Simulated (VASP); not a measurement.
Wanted: the native input for a VASP 6.6.1 run.

* Task: single point
* Functional: PBE
* Potentials or basis: VASP PAW PBE potentials, release 64 (Pb_d)
* Cutoff: 520 eV
* k mesh: 9 × 9 × 1
* Occupations: fermi-dirac, width 0.05 eV
* Spin: no spin polarisation
* Dipole correction: no
* Further INCAR settings: ALGO = Normal; EDIFF = 1e-06; NBANDS = 28

The structure of Pb lies in POSCAR:

```
Pb
1.0
    3.4800006906      0.0000000000      0.0000000000
   -1.7400003453      3.0137690032      0.0000000000
    0.0000000000      0.0000000000     20.5900000000
Pb
3
Direct
    0.3333333333      0.6666666666      0.3642544925
    0.6666666667      0.3333333334      0.5000000000
    0.3333333333      0.6666666666      0.6357455075
```

One way to write it, as run:

INCAR

```
ALGO     = Normal         # electronic algorithm
EDIFF    = 1E-6           # SCF threshold, eV
ENCUT    = 520            # plane-wave cutoff, eV
GGA      = PE             # functional
ISIF     = 2              # what is computed and relaxed
ISMEAR   = -1             # smearing method
LASPH    = True           # aspherical terms in the spheres
LCHARG   = True           # write CHGCAR
LELF     = True           # ELF
LREAL    = False          # projectors in reciprocal space
LVHAR    = True         
LWAVE    = False          # write WAVECAR
NBANDS   = 28             # bands
NELM     = 80             # most SCF steps
PREC     = Accurate       # precision mode
SIGMA    = 0.05           # smearing width, eV
```

KPOINTS

```
k-points
0
Gamma
  9 9 1
```

Potentials or basis: VASP PAW PBE potentials, release 64 (Pb_d).

The run is started by

```bash
$ cat potpaw_PBE.64/Pb_d/POTCAR > POTCAR
$ mpirun -np 1 vasp_std > vasp.out
```

It gave:

| Quantity | Value |
| --- | --- |
| Largest force | 0.229 eV/Å |
| Band gap on the k mesh | zero (bands 21 and 22 overlap by 3.92 eV) |

Caveat: spin-orbit coupling is left out, which moves the levels of the heavy elements.

Wall time 3.2 min on 1 thread of Intel Xeon 8259CL, on a shared host, peak memory 0.34 GiB.
